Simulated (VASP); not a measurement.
A run of VASP 6.6.1:

INCAR

```
SYSTEM = Ca
ALGO = Fast
EDIFF = 1E-7
ENCUT = 520
GGA = PS
ISIF = 2
ISMEAR = 0
LASPH = .TRUE.
LCHARG = .FALSE.
LREAL = .FALSE.
LWAVE = .FALSE.
NBANDS = 11
NELM = 100
PREC = Accurate
SIGMA = 0.15
```

KPOINTS

```
k-points
0
G
  16 16 16
  0 0 0
```

The input POSCAR:

```
Ca
1.0
   -2.3658880000      2.1141120000      2.2400000000
    2.3658880000     -2.1141120000      2.2400000000
    2.3658880000      2.1141120000     -2.2400000000
Ca
1
Direct
    0.0000000000      0.0000000000      0.0000000000
```

Potentials or basis: VASP PAW PBE potentials, release 64 (Ca_sv).

Launch:

```console
$ cat potpaw_PBE.64/Ca_sv/POTCAR > POTCAR
$ mpirun -np 1 vasp_std > vasp.out
```

Hardware: 1 thread of Intel Xeon 8259CL, with other jobs on the host.

Q: How long does it take, and how much memory?

A: It took 13 min on 1 thread of Intel Xeon 8259CL (shared host), peak memory 0.41 GiB. Counts: scf iterations 17, k points 621.
